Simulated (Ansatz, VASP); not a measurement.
**One calculation of TaN, two programs**

```
CELL_PARAMETERS angstrom
2.96709 0.00000 0.00000
-1.48354 2.56958 0.00000
0.00000 0.00000 2.91155
ATOMIC_POSITIONS crystal
Ta 0.33333 0.66667 0.50000
N 0.00000 0.00000 0.00000
```

Change from the starting cell: volume scaled by 1.03, PAW files.

Alike in both runs: task electric field gradients; functional PBE; k mesh 12 × 12 × 10; occupations fermi-dirac, width 0.02 eV; no spin polarisation.

```csv
,VASP,Ansatz
version,VASP 6.6.1,Ansatz 0.2.0
potentials or method,"VASP PAW PBE potentials, release 64 (Ta_sv_GW, N)","PAW with Ansatz's default frozen-core files, scalar-relativistic"
plane-wave cutoff (eV),520,420
valence electrons in the cell,18,18
```

VASP gave:

| Quantity | Value |
| --- | --- |
| size of Vzz on the site where it differs most (V/Å²) | 38.2 |

Which values does Ansatz return?

Size of Vzz on the site where it differs most (V/Å²): 56.7.

The functional is the same, so the differences come from potentials, cutoffs and numerics.

Neither program's run includes spin-orbit coupling.
